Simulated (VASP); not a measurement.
# AlN (I-4m2) in VASP: a series of runs

The runs below take AlN through single point, with PBE, r2SCAN.

All numbers are computed with VASP 6.6.1; they aren't measurements. Logs are shortened: lines on timing, memory, paths and dates and some standing lists are left out, and cuts for length are marked.

## (1) The cell of the first run

It takes space group I-4m2 (No. 119, tetragonal). Conventional cell: a = 3.090 Å, b = 3.090 Å, c = 4.349 Å, α = 90.00°, β = 90.00°, γ = 90.00°. Al (site symmetry -4m2) has 4 N at 1.89 Å within 2.5 Å. Within 2.5 Å of N (site symmetry -4m2) lie 4 Al at 1.89 Å.

## (2) Single point, PBE (uniaxial x strain -0.5%)

File INCAR:

```
  PREC = Accurate
  ENCUT = 520
  EDIFF = 1E-6
  ISMEAR = -1
  SIGMA = 0.02
  LREAL = F
  LASPH = T
  NELM = 60
  ALGO = Normal
  ISIF = 2
  LWAVE = F
  LCHARG = F
  GGA = PE
  NBANDS = 11
```

File KPOINTS:

```
regular mesh
0
Gamma
  10 10 10
```

File POSCAR:

```
AlN
1.0
    0.0000000000      2.1848764127      2.1848764127
    2.1746074935      0.0000000000      2.1848764127
    2.1746074935      2.1848764127      0.0000000000
Al N
1 1
Direct
    0.0000000000      0.0000000000      0.0000000000
    0.2500000000      0.2500000000      0.2500000000
```

Potentials or basis: VASP PAW PBE potentials, release 64 (Al, N).

On the command line:

```bash
cat potpaw_PBE.64/Al/POTCAR potpaw_PBE.64/N/POTCAR > POTCAR
mpirun -np 1 vasp_std > vasp.out
```

OUTCAR:

```text
PREC = Accurate
   ENCUT = 520
   EDIFF = 1E-6
   ISMEAR = -1
   LREAL = F
   LASPH = T
   NELM = 60
   ISIF = 2
   GGA = PE

 ion  position               nearest neighbor table
   1  0.000  0.000  0.000-   2 1.89   2 1.89   2 1.89   2 1.89
   2  0.250  0.250  0.250-   1 1.89   1 1.89   1 1.89   1 1.89

  LATTYP: Found a body centered tetragonal cell.
 ALAT       =     3.0898818549
 C/A-ratio  =     1.4075667586

  Lattice vectors:

 A1 = (  -2.1746074935,   0.0000000000,  -2.1848764127)
 A2 = (  -2.1746074935,   0.0000000000,   2.1848764127)
 A3 = (   2.1746074935,   2.1848764127,   0.0000000000)

Analysis of symmetry for initial positions (statically):
=====================================================================
 Subroutine PRICEL returns:
 Original cell was already a primitive cell.

 Routine SETGRP: Setting up the symmetry group for a
 body centered tetragonal supercell.

 Subroutine GETGRP returns: Found  8 space group operations
 (whereof  8 operations were pure point group operations)
 out of a pool of 16 trial point group operations.

The static configuration has the point symmetry D_2d.

Analysis of symmetry for dynamics (positions and initial velocities):
=====================================================================
 Subroutine PRICEL returns:
 Original cell was already a primitive cell.

 Routine SETGRP: Setting up the symmetry group for a
 body centered tetragonal supercell.

 Subroutine GETGRP returns: Found  8 space group operations
 (whereof  8 operations were pure point group operations)
 out of a pool of 16 trial point group operations.

The dynamic configuration has the point symmetry D_2d.

 Subroutine INISYM returns: Found  8 space group operations
 (whereof  8 operations are pure point group operations),
 and found     1 'primitive' translations

----------------------------------------------------------------------------------------

                                     Primitive cell

  volume of cell :      20.7618

  direct lattice vectors                    reciprocal lattice vectors
     0.000000000  2.184876413  2.184876413    -0.229926551  0.228845896  0.228845896
     2.174607493  0.000000000  2.184876413     0.229926551 -0.228845896  0.228845896
     2.174607493  2.184876413  0.000000000     0.229926551  0.228845896 -0.228845896

[... 76 lines left out ...]
   ICHARG =      2    charge: 1-file 2-atom 10-const
   ISPIN  =      1    spin polarized calculation?
   LNONCOLLINEAR =      F non collinear calculations
   LSORBIT =      F    spin-orbit coupling
   LASPH  =      T    aspherical Exc in radial PAW
   ENCUT  =  520.0 eV  38.22 Ry    6.18 a.u.   5.75  5.73  5.73*2*pi/ulx,y,z
   NELM   =     60;   NELMIN=  2; NELMDL= -5     # of ELM steps
   EDIFF  = 0.1E-05   stopping-criterion for ELM
   LREAL  =      F    real-space projection
   EDIFFG = 0.1E-04   stopping-criterion for IOM
   NSW    =      0    number of steps for IOM
   IBRION =     -1    ionic relax: 0-MD 1-quasi-New 2-CG
   NFREE  =      0    steps in history (QN), initial steepest desc. (CG)
   ISIF   =      2    stress and relaxation
   ISYM   =      2    0-nonsym 1-usesym 2-fastsym
   POTIM  = 0.5000    time-step for ionic-motion
   TEBEG  =    0.0;   TEEND  =   0.0 temperature during run
   PSTRESS=    0.0 pullay stress
   NELECT =       8.0000    total number of electrons
   NUPDOWN=      -1.0000    fix difference up-down
   EMIN   =  10.00;   EMAX   =-10.00  energy-range for DOS
   EFERMI =   0.00;   METHOD = LEGACY
   ISMEAR =    -1;   SIGMA  =   0.02  broadening in eV -4-tet -1-fermi 0-gaus
   EFERMI_NEDOS =   21; number of points for ismear=-14 and -15
   IALGO  =     38    algorithm
   IMIX   =      4    mixing-type and parameters
     AMIX     =   0.40;   BMIX     =  1.00
     AMIX_MAG =   1.60;   BMIX_MAG =  1.00
  volume/ion in A,a.u.               =      10.38        70.05
  Fermi-wavevector in a.u.,A,eV,Ry     =   1.191288  2.251207 19.308927  1.419166
  Thomas-Fermi vector in A             =   2.327353
   LORBIT       =      0    0 simple, 1 ext, 2 COOP (PROOUT), +10 PAW based schemes
   GGA     = PE    functional components
[... 5 lines left out ...]
 non-spin polarized calculation
  energy-cutoff  :      520.00
  volume of cell :       20.76
 maximum number of plane-waves:       572
   NGX = 11   NGY = 11   NGZ = 11

 number of electron       8.0000000 magnetization

 Free energy of the ion-electron system (eV)
  ---------------------------------------------------
  ext. energy  EPLUGINS =         0.00000000
  ---------------------------------------------------
  free energy    TOTEN  =       -14.83803433 eV

  energy without entropy =      -14.83803433  energy(sigma->0) =      -14.83803433

 E-fermi :   6.4390     XC(G=0): -10.9490

 val. band max:        6.0161777593   @ k =   0.0000   0.0000   0.0000
 cond. band min:       9.3084122030   @ k =   0.0000   0.5000   0.5000
 fundamental gap:      3.2922344437
 Fermi energy:         6.4389695863

 k-point     1 :       0.0000    0.0000    0.0000
  band No.  band energies     occupation
      1      -8.9979      2.00000
      2       5.9967      2.00000
      3       5.9967      2.00000
      4       6.0162      2.00000
      5      10.2300      0.00000
      6      18.5948      0.00000
      7      18.6000      0.00000
      8      18.6000      0.00000
      9      23.6433      0.00000
     10      23.7950      0.00000
     11      25.0703      0.00000
[... 309 lines left out ...]
 k-point    24 :       0.4000    0.3000    0.0000
  band No.  band energies     occupation
      1      -6.9866      2.00000
      2       1.8402      2.00000
      3       4.3048      2.00000
      4       4.6091      2.00000
      5      10.9276      0.00000
      6      15.5839      0.00000
      7      18.2723      0.00000
      8      20.6385      0.00000
      9      21.1590      0.00000
     10      27.3733      0.00000
     11      29.6287      0.00000

 [... further k-points ...]
[... 5 lines left out ...]
  --------------------------------------------------------------------------------------
  -------------------------------------------------------------------------------------
  Total        0.7427890      0.6643786      0.6643786      0.0000000      0.0000000     -0.0000000
  in kB       57.3206934     51.2697988     51.2697988      0.0000000      0.0000000     -0.0000000
  external PRESSURE =      53.2867637 kB  Pullay stress =       0.0000000 kB

 VOLUME and BASIS-vectors are now :
 -----------------------------------------------------------------------------
  energy-cutoff  :      520.00
  volume of cell :       20.76
      direct lattice vectors                 reciprocal lattice vectors
     0.000000000  2.184876413  2.184876413    -0.229926551  0.228845896  0.228845896
     2.174607493  0.000000000  2.184876413     0.229926551 -0.228845896  0.228845896
     2.174607493  2.184876413  0.000000000     0.229926551  0.228845896 -0.228845896

 POSITION                                       TOTAL-FORCE (eV/Angst)
 -----------------------------------------------------------------------------------
      0.00000      0.00000      0.00000         0.000000     -0.000000     -0.000000
      1.08730      1.09244      1.09244        -0.000000      0.000000      0.000000
 -----------------------------------------------------------------------------------
    total drift:                                0.000000      0.000000      0.000000

  FREE ENERGIE OF THE ION-ELECTRON SYSTEM (eV)
  ---------------------------------------------------
  free  energy   TOTEN  =       -14.8380343324 eV

  energy  without entropy=      -14.8380343324  energy(sigma->0) =      -14.83803433
```

OSZICAR:

```text
N       E                     dE             d eps       ncg     rms          rms(c)
DAV:   1     0.105221898611E+02    0.10522E+02   -0.40020E+03  2356   0.610E+02
DAV:   2    -0.163854923034E+02   -0.26908E+02   -0.26010E+02  2682   0.139E+02
DAV:   3    -0.172205274474E+02   -0.83504E+00   -0.83407E+00  2755   0.228E+01
DAV:   4    -0.172251731003E+02   -0.46457E-02   -0.46453E-02  2592   0.186E+00
DAV:   5    -0.172252307034E+02   -0.57603E-04   -0.57603E-04  2733   0.198E-01    0.864E+00
DAV:   6    -0.148484504709E+02    0.23768E+01   -0.11848E+01  2654   0.173E+01    0.283E+00
DAV:   7    -0.148445090297E+02    0.39414E-02   -0.17256E-01  2532   0.324E+00    0.207E+00
DAV:   8    -0.148393979875E+02    0.51110E-02   -0.28082E-02  2457   0.158E+00    0.582E-01
DAV:   9    -0.148379776853E+02    0.14203E-02   -0.40634E-03  2721   0.378E-01    0.233E-01
DAV:  10    -0.148380215655E+02   -0.43880E-04   -0.40036E-04  2466   0.130E-01    0.218E-02
DAV:  11    -0.148380344214E+02   -0.12856E-04   -0.12286E-05  2655   0.263E-02    0.158E-02
DAV:  12    -0.148380343324E+02    0.88995E-07   -0.34077E-07  1572   0.455E-03
   1 F= -.14838034E+02 E0= -.14838034E+02  d E =-.321260E-11
```

Wall time 8.5 s (1 thread of Intel Xeon Platinum 8488C (Sapphire Rapids), shared host); peak memory 0.15 GiB.

Results:

* Free energy: -14.8380 eV
* Pressure: 5.3 GPa
* Band gap on the k mesh: 3.29 eV, indirect (least direct gap 4.21 eV)

Caveat: the cell differs from its parent crystal (uniaxial x strain -0.5%). A k mesh can miss the band edges.

## (3) Single point, PBE (biaxial xy strain +3.9%)

File INCAR:

```
SYSTEM = AlN
PREC     = Accurate       ! precision mode
ENCUT    = 520            ! plane-wave cutoff, eV
EDIFF    = 1E-6           ! SCF threshold, eV
ISMEAR   = -1             ! smearing method
SIGMA    = 0.02           ! smearing width, eV
LREAL    = .False.        ! projectors in reciprocal space
LASPH    = .True.         ! aspherical terms in the spheres
NELM     = 80             ! most SCF steps
ALGO     = Normal         ! electronic algorithm
ISIF     = 2              ! what is computed and relaxed
LWAVE    = .False.        ! write WAVECAR
LCHARG   = .False.        ! write CHGCAR
GGA      = PE             ! functional
NBANDS   = 11             ! bands
```

File KPOINTS:

```
regular mesh
0
Gamma
  10 10 10
  0 0 0
```

File POSCAR:

```
AlN
1.0
    0.0000000000      2.2700865928      2.1848764127
    2.2700865928      0.0000000000      2.1848764127
    2.2700865928      2.2700865928      0.0000000000
Al N
1 1
Direct
    0.0000000000      0.0000000000      0.0000000000
    0.2500000000      0.2500000000      0.2500000000
```

Potentials or basis: VASP PAW PBE potentials, release 64 (Al, N).

On the command line:

```bash
cat potpaw_PBE.64/Al/POTCAR potpaw_PBE.64/N/POTCAR > POTCAR
mpirun -np 1 vasp_std > vasp.out
```

Run time: 9.1 s. Hardware: 1 thread of Intel Xeon Platinum 8488C (Sapphire Rapids), shared host; peak memory 0.14 GiB.

Results (log left out):

```
Free energy            : -14.8015 eV
Pressure               : -9.7 GPa
Band gap on the k mesh : 3.08 eV, indirect (least direct gap 3.42 eV)
```

Stress tensor (GPa, compression positive):
```
-11.26   0.00   0.00
  0.00 -11.26   0.00
  0.00   0.00  -6.53
```

Levels at points of the mesh, in eV from the valence-band top:
| k point | band 2 | band 3 | band 4 | band 5 | band 6 | band 7 |
| --- | --- | --- | --- | --- | --- | --- |
| (0.00, 0.00, 0.00) | -0.15 | -0.15 | 0.00 | 3.42 | 11.68 | 11.73 |
| (0.50, 0.00, 0.00) | -5.63 | -0.71 | -0.43 | 6.54 | 9.25 | 10.24 |
| (0.50, 0.50, 0.00) | -4.54 | -1.98 | -1.98 | 3.08 | 7.65 | 13.27 |
| (0.50, 0.00, 0.50) | -4.89 | -1.69 | -1.68 | 3.23 | 8.24 | 12.63 |

Caveat: the cell differs from its parent crystal (biaxial xy strain +3.9%).

## (4) Single point, r2SCAN (epitaxial xy strain -3.2%)

File POSCAR:

```
AlN
1.0
    0.0000000000      2.1140864169      2.2536672846
    2.1140864169      0.0000000000      2.2536672846
    2.1140864169      2.1140864169      0.0000000000
Al N
1 1
Direct
    0.0000000000      0.0000000000      0.0000000000
    0.2500000000      0.2500000000      0.2500000000
```

File INCAR.step1:

```
SYSTEM = AlN
  ALGO = Normal
  EDIFF = 1E-4
  ENCUT = 520
  GGA = PE
  ISMEAR = 0
  LASPH = .True.
  LCHARG = .False.
  LREAL = .False.
  LWAVE = .True.
  NBANDS = 11
  NELM = 100
  PREC = Accurate
  SIGMA = 0.01
```

File INCAR.step2:

```
SYSTEM = AlN
  ALGO = Normal
  EDIFF = 1E-7
  ENCUT = 520
  ISIF = 2
  ISMEAR = 0
  ISTART = 1
  LASPH = .True.
  LCHARG = .True.
  LELF = .True.
  LMIXTAU = .True.
  LREAL = .False.
  LVHAR = .True.
  LWAVE = .False.
  METAGGA = R2SCAN
  NBANDS = 11
  NELM = 100
  PREC = Accurate
  SIGMA = 0.01
```

File KPOINTS:

```
k-points
0
Gamma
  10 10 10
  0 0 0
```

Potentials or basis: VASP PAW PBE potentials, release 64 (Al, N).

On the command line:

```bash
cat potpaw_PBE.64/Al/POTCAR potpaw_PBE.64/N/POTCAR > POTCAR
cp INCAR.step1 INCAR
mpirun -np 1 vasp_std > vasp.out
cp INCAR.step2 INCAR
mpirun -np 1 vasp_std > vasp.out
```

OUTCAR:

```text
SYSTEM = AlN
   EDIFF = 1E-7
   ENCUT = 520
   ISIF = 2
   ISMEAR = 0
   ISTART = 1
   LASPH = .True.
   LREAL = .False.
   METAGGA = R2SCAN
   NELM = 100
   PREC = Accurate

 ion  position               nearest neighbor table
   1  0.000  0.000  0.000-   2 1.87   2 1.87   2 1.87   2 1.87
   2  0.250  0.250  0.250-   1 1.87   1 1.87   1 1.87   1 1.87

  LATTYP: Found a body centered tetragonal cell.
 ALAT       =     2.9897696828
 C/A-ratio  =     1.5075858837

  Lattice vectors:

[... 514 lines left out ...]
      6      17.2523      0.00000
      7      19.0298      0.00000
      8      22.4930      0.00000
      9      22.9641      0.00000
     10      29.3936      0.00000
     11      31.3305      0.00000

 [... further k-points ...]
[... 5 lines left out ...]
  --------------------------------------------------------------------------------------
  -------------------------------------------------------------------------------------
  Total        1.3688582      1.3688582     -0.0469882      0.0000000     -0.0000000     -0.0000000
  in kB      108.8688878    108.8688878     -3.7370973      0.0000000     -0.0000000     -0.0000000
  external PRESSURE =      71.3335594 kB  Pullay stress =       0.0000000 kB

 VOLUME and BASIS-vectors are now :
 -----------------------------------------------------------------------------
  energy-cutoff  :      520.00
  volume of cell :       20.14
      direct lattice vectors                 reciprocal lattice vectors
     0.000000000  2.114086417  2.253667285    -0.236508780  0.236508780  0.221860611
     2.114086417  0.000000000  2.253667285     0.236508780 -0.236508780  0.221860611
     2.114086417  2.114086417  0.000000000     0.236508780  0.236508780 -0.221860611

 POSITION                                       TOTAL-FORCE (eV/Angst)
 -----------------------------------------------------------------------------------
      0.00000      0.00000      0.00000         0.000000      0.000000      0.000000
      1.05704      1.05704      1.12683        -0.000000     -0.000000     -0.000000
 -----------------------------------------------------------------------------------
    total drift:                                0.000000      0.000000     -0.000002

  FREE ENERGIE OF THE ION-ELECTRON SYSTEM (eV)
  ---------------------------------------------------
  free  energy   TOTEN  =       -19.1353002637 eV

  energy  without entropy=      -19.1353002637  energy(sigma->0) =      -19.13530026
```

OUTCAR.step1:

```text
SYSTEM = AlN
   EDIFF = 1E-4
   ENCUT = 520
   GGA = PE
   ISMEAR = 0
   LASPH = .True.
   LREAL = .False.
[... 557 lines left out ...]
      0.00000      0.00000      0.00000        -0.000000     -0.000000     -0.000000
      1.05704      1.05704      1.12683         0.000000      0.000000      0.000000
 -----------------------------------------------------------------------------------
    total drift:                                0.000000      0.000000      0.000000

  FREE ENERGIE OF THE ION-ELECTRON SYSTEM (eV)
  ---------------------------------------------------
  free  energy   TOTEN  =       -14.7790627833 eV

  energy  without entropy=      -14.7790627833  energy(sigma->0) =      -14.77906278
```

It took 40 s on 1 thread of Intel Xeon Platinum 8488C (Sapphire Rapids), shared host; peak memory 0.15 GiB.

Results:

```yaml
Free_energy: -19.1353 eV
Pressure: 7.1 GPa
Band_gap_on_the_k_mesh: 3.73 eV, indirect (least direct gap 5.08 eV)
```

Stress tensor (GPa, compression positive):
```
10.89  0.00  0.00
 0.00 10.89  0.00
 0.00  0.00 -0.37
```

Levels at points of the mesh, in eV from the valence-band top:
| k point | band 1 | band 2 | band 3 | band 4 | band 5 | band 6 | band 7 | band 8 | band 9 |
| --- | --- | --- | --- | --- | --- | --- | --- | --- | --- |
| (0.00, 0.00, 0.00) | -16.09 | -0.35 | -0.03 | -0.03 | 5.05 | 13.71 | 13.71 | 13.78 | 17.37 |
| (0.50, 0.00, 0.00) | -13.96 | -6.18 | -0.94 | -0.33 | 8.17 | 10.92 | 11.71 | 12.66 | 19.49 |
| (0.50, 0.50, 0.00) | -13.51 | -5.61 | -1.60 | -1.60 | 4.07 | 10.22 | 14.72 | 17.61 | 17.61 |
| (0.50, 0.00, 0.50) | -13.20 | -5.00 | -2.17 | -2.15 | 3.73 | 9.21 | 15.91 | 16.02 | 18.12 |

Caveat: the cell differs from its parent crystal (epitaxial xy strain -3.2%); the PAW data sets were made with another functional, which shifts forces and pressure a little. A k mesh can miss the band edges.

## (5) Summary

| level | cell | smearing | gap on the mesh (eV) | pressure (GPa) |
| --- | --- | --- | --- | --- |
| PBE | a = 3.090, b = 3.083, c = 3.083 Å, angles 60.2, 59.9, 59.9°, 2 atoms | fermi-dirac 0.02 eV | 3.29 | 5.3 |
| PBE | a = 3.151, b = 3.151, c = 3.210 Å, angles 59.4, 59.4, 61.3°, 2 atoms | fermi-dirac 0.02 eV | 3.08 | -9.7 |
| r2SCAN | a = 3.090, b = 3.090, c = 2.990 Å, angles 61.1, 61.1, 57.9°, 2 atoms | gaussian 0.01 eV | 3.73 | 7.1 |

Alike in all rows: task single point; potentials or basis VASP PAW PBE potentials, release 64 (Al, N); no spin polarisation; k mesh 10 × 10 × 10; cutoff (eV) 520.

Caveats: the PAW data sets were made with another functional, which shifts forces and pressure a little (some runs).

Absolute energies hang on the potentials; compare differences alone.
